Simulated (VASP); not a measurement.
A run of VASP 6.6.1:

The input INCAR:

```
SYSTEM = Ag
ALGO = Normal ; EDIFF = 1E-7
ENCUT = 520 ; GGA = PS
ISIF = 2 ; ISMEAR = 0
LASPH = .TRUE. ; LCHARG = .FALSE.
LREAL = .FALSE. ; LWAVE = .FALSE.
NBANDS = 12 ; NELM = 60
PREC = Accurate ; SIGMA = 0.15
```

File KPOINTS:

```
k-points
0
G
  20 20 20
  0 0 0
```

The input POSCAR:

```
Ag
1.0
    0.0000000000      2.1043930000      2.0431000000
    2.1043930000      0.0000000000      2.0431000000
    2.1043930000      2.1043930000      0.0000000000
Ag
1
Direct
    0.0000000000      0.0000000000      0.0000000000
```

Potentials or basis: VASP PAW PBE potentials, release 64 (Ag).

The run is started by

```console
$ cat potpaw_PBE.64/Ag/POTCAR > POTCAR
$ mpirun -np 1 vasp_std > vasp.out
```

Hardware: 1 thread of AMD EPYC 7R13 Processor (Zen 3) (shared host).

Task: How long does it take, and how much memory?

Result: Wall time 91 s on 1 thread of AMD EPYC 7R13 Processor (Zen 3) (shared host), peak memory 0.22 GiB. Counts: scf iterations 11, k points 641.
